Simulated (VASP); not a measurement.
# Al3GaN4 (Pm) in VASP: further runs, part 2 of 2

VASP 6.6.1.

## (4) Single point, PBEsol (the part above a cut slid along it)

Input file INCAR:

```
PREC = Accurate ; ENCUT = 520
EDIFF = 1E-6 ; ISMEAR = 0
SIGMA = 0.05 ; LREAL = Auto
LASPH = True ; NELM = 60
ALGO = Normal ; ISIF = 2
LWAVE = False ; LCHARG = True
GGA = PS ; LELF = True
LVHAR = True ; NBANDS = 56
```

Input file KPOINTS:

```
Automatic mesh
0
Gamma
  5 7 2
```

Input file POSCAR:

```
Al3GaN4
1.0
   -5.0434079721      0.0000000000     -0.0001149904
    0.0000000000     -3.1300738967      0.0000000000
   -2.5281765004      0.0000000000     10.8359263942
Al Ga N
6 2 8
Direct
    0.1455875668      0.5000000000      0.7083647831
    0.3955875667      0.5000000000      0.2083647831
    0.9780278980      0.5000000000      0.0421027963
    0.7280278980      0.5000000000      0.5421027963
    0.6036387756      1.0000000000      0.7905463175
    0.8536387756      1.0000000000      0.2905463175
    0.0216780613      1.0000000000      0.9578004507
    0.2716780612      1.0000000000      0.4578004507
    0.4098952126      1.0000000000      0.9578646251
    0.6598952126      1.0000000000      0.4578646251
    0.5234062100      0.5000000000      0.7082789324
    0.7734062100      0.5000000000      0.2082789324
    0.3524784319      0.5000000000      0.0447961772
    0.1024784319      0.5000000000      0.5447961772
   -0.0171114060      1.0000000000      0.7878464176
    0.2328885940      1.0000000000      0.2878464176
```

Started as:

```
cat potpaw_PBE.64/Al/POTCAR potpaw_PBE.64/Ga_d/POTCAR potpaw_PBE.64/N/POTCAR > POTCAR
mpirun -np 1 vasp_std > vasp.out
```

Run time: 5 min. Hardware: 1 thread of AMD EPYC 9R45 (Zen 5), shared host; peak memory 0.31 GiB.

The run converged. Its results:

```yaml
Free_energy: -105.7343 eV
Pressure: 17.4 GPa
Largest_force: 15.623 eV/Å
Band_gap_on_the_k_mesh: 1.34 eV (least direct gap 1.34 eV)
```

Forces on the atoms (eV/Å):
```
Al    0.191   0.000   0.291
Al   -0.821   0.000   0.269
Al    0.750   0.000  15.605
Al   -0.061   0.000  -0.072
Al   -0.746   0.000  -0.394
Al    0.195   0.000  -0.180
Ga    1.254   0.000 -15.433
Ga   -0.059   0.000   0.097
N    -0.159   0.000   2.417
N     0.008   0.000   0.143
N     0.049   0.000   0.353
N     0.137   0.000   0.781
N    -1.030   0.000  -2.331
N    -0.020   0.000  -0.179
N     0.224   0.000  -0.997
N     0.087   0.000  -0.370
```

Stress tensor (GPa, compression positive):
```
 4.25  0.00 -0.84
 0.00 33.98  0.00
-0.84  0.00 13.84
```

Levels at points of the mesh, in eV from the valence-band top:
```csv
k point,band 39,band 40,band 41,band 42,band 43,band 44,band 45,band 46
"(0.00, 0.00, 0.00)",-1.59,-1.55,-1.40,-0.62,2.66,2.77,3.11,3.93
"(0.00, 0.00, 0.50)",-1.65,-1.57,-1.49,-0.70,2.43,2.66,3.63,3.93
```

Caveat: the cell differs from its parent crystal (the part above a cut slid along it); the stress differs along the axes, from 4 to 34 GPa; the PAW data sets were made with another functional, which shifts forces and pressure a little. A k mesh can miss the band edges.

## (5) Single point, PBEsol (the part above a cut slid along it)

Input file INCAR:

```
PREC = Accurate ; ENCUT = 520
EDIFF = 1E-6 ; ISMEAR = 0
SIGMA = 0.05 ; LREAL = Auto
LASPH = True ; NELM = 60
ALGO = Normal ; ISIF = 2
LWAVE = False ; LCHARG = False
GGA = PS ; NBANDS = 56
```

Input file KPOINTS:

```
regular mesh
0
Gamma
  5 7 2
```

Input file POSCAR:

```
Al3GaN4
1.0
   -5.0434079721      0.0000000000     -0.0001149904
    0.0000000000     -3.1300738967      0.0000000000
   -4.5455396893      0.0000000000     10.8358803980
Al Ga N
6 2 8
Direct
   -0.1377583465      0.5000000000      0.7083647831
    0.3122416535      0.5000000000      0.2083647831
    0.9611867794      0.5000000000      0.0421027963
    0.5111867794      0.5000000000      0.5421027963
    0.2874202486      1.0000000000      0.7905463175
    0.7374202486      1.0000000000      0.2905463175
   -0.3614421190      1.0000000000      0.9578004507
    0.0885578810      1.0000000000      0.4578004507
    0.0267493626      1.0000000000      0.9578646251
    0.4767493626      1.0000000000      0.4578646251
    0.2400946370      0.5000000000      0.7082789324
    0.6900946370      0.5000000000      0.2082789324
    0.3345599610      0.5000000000      0.0447961772
   -0.1154400390      0.5000000000      0.5447961772
   -0.3322499730      1.0000000000      0.7878464176
    0.1177500270      1.0000000000      0.2878464176
```

Started as:

```
cat potpaw_PBE.64/Al/POTCAR potpaw_PBE.64/Ga_d/POTCAR potpaw_PBE.64/N/POTCAR > POTCAR
mpirun -np 1 vasp_std > vasp.out
```

Run time: 5.1 min. Hardware: 1 thread of AMD EPYC 9R45 (Zen 5), shared host; peak memory 0.32 GiB.

The run converged. Its results:

```
Free energy            : -118.3607 eV
Pressure               : 0.6 GPa
Largest force          : 3.931 eV/Å
Band gap on the k mesh : 2.08 eV
```

Forces on the atoms (eV/Å):
```
Al   0.096  0.000 -0.053
Al   0.284  0.000 -0.480
Al  -2.882  0.000  1.343
Al  -0.063  0.000 -0.078
Al  -0.271  0.000 -0.142
Al  -0.213  0.000 -0.004
Ga   3.883  0.000  0.613
Ga   0.089  0.000 -0.104
N    2.877  0.000 -0.872
N    0.023  0.000  0.021
N   -0.009  0.000  0.181
N   -0.039  0.000 -0.239
N   -3.783  0.000 -0.554
N   -0.015  0.000  0.088
N    0.022  0.000 -0.071
N    0.002  0.000  0.351
```

Stress tensor (GPa, compression positive):
```
-0.59  0.00 -5.19
 0.00  2.73  0.00
-5.19  0.00 -0.22
```

Levels at points of the mesh, in eV from the valence-band top:
| k point | band 38 | band 39 | band 40 | band 41 | band 42 | band 43 | band 44 | band 45 | band 46 | band 47 |
| --- | --- | --- | --- | --- | --- | --- | --- | --- | --- | --- |
| (0.00, 0.00, 0.00) | -1.45 | -1.11 | -1.08 | -0.70 | 0.00 | 2.08 | 3.76 | 4.45 | 4.65 | 4.91 |
| (0.00, 0.00, 0.50) | -1.59 | -1.11 | -1.10 | -0.92 | 0.00 | 2.55 | 3.31 | 4.65 | 4.78 | 4.97 |

Caveat: the cell differs from its parent crystal (the part above a cut slid along it); the PAW data sets were made with another functional, which shifts forces and pressure a little.

## (6) The runs side by side

| cell | gap on the mesh (eV) | pressure (GPa) | largest force (eV/Å) |
| --- | --- | --- | --- |
| a = 5.043, b = 3.130, c = 10.848 Å, angles 90.0, 87.3, 90.0°, 16 atoms | 2.36 | 1.0 | 4.12 |
| a = 5.043, b = 3.130, c = 10.942 Å, angles 90.0, 82.0, 90.0°, 16 atoms | 0.04 | 8.9 | 8.69 |
| a = 5.043, b = 3.130, c = 11.127 Å, angles 90.0, 76.9, 90.0°, 16 atoms | 1.34 | 17.4 | 15.62 |
| a = 5.043, b = 3.130, c = 11.751 Å, angles 90.0, 67.2, 90.0°, 16 atoms | 2.08 | 0.6 | 3.93 |

Alike in all rows: task single point; level PBEsol; potentials or basis VASP PAW PBE potentials, release 64 (Al, Ga_d, N); no spin polarisation; k mesh 5 × 7 × 2; cutoff (eV) 520; smearing gaussian 0.05 eV.

Caveats: the PAW data sets were made with another functional, which shifts forces and pressure a little; the stress differs along the axes, from 6 to 15 GPa (at least some runs); semilocal functionals underestimate gaps, and a narrow one can read as zero (at least some runs); the stress differs along the axes, from 4 to 34 GPa (at least some runs).

Total energies depend on the potentials used, so only differences within one code and one set of settings carry meaning.
